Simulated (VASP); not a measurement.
Runs of VASP 6.6.1 on Ba. The structure is that of space group Pm-3m (No. 221), or close to it. The cells are those of the table. 

```tsv
task	level	potentials or basis	cell	cutoff (eV)	gap on the mesh (eV)	pressure (GPa)	relaxed volume (Å³/atom)
single point	BLYP+D3(BJ)	VASP PAW PBE potentials, release 64 (Ba_sv)	a = 3.810 Å, 1 atom	520	none	0.2	-
relaxation of cell and atoms	PBEsol	VASP PAW PBE potentials, release 64 (Ba_sv)	relaxed from a = 3.918 Å, 1 atom	600	none	0.0	56.43
single point	LDA	VASP PAW LDA potentials, release 64 (Ba_sv)	a = 3.701 Å, 1 atom	520	none	0.2	-
relaxation of cell and atoms	LDA	VASP PAW LDA potentials, release 64 (Ba_sv)	relaxed from a = 3.918 Å, 1 atom	600	none	-0.1	52.65
relaxation of cell and atoms	BLYP+D3(BJ)	VASP PAW PBE potentials, release 64 (Ba_sv)	relaxed from a = 3.918 Å, 1 atom	600	none	0.0	(a)
single point	PBEsol	VASP PAW PBE potentials, release 64 (Ba_sv)	a = 3.808 Å, 1 atom	520	none	0.2	-
```

Alike in all rows: no spin polarisation; k mesh 6 × 6 × 6; smearing fermi-dirac 0.1 eV.

Task: Estimate the missing entries.

Result: (a) 56.21.

Caveats: spin-orbit coupling is left out, which moves the levels of the heavy elements; the PAW data sets were made with another functional, which shifts forces and pressure a little (some runs); pairwise dispersion overbinds metals, which lowers pressure and volume (some runs).

A k mesh can miss the band edges, and the runs leave out spin-orbit coupling on Ba.

A gap of «none» marks levels without a gap at the run's occupations.
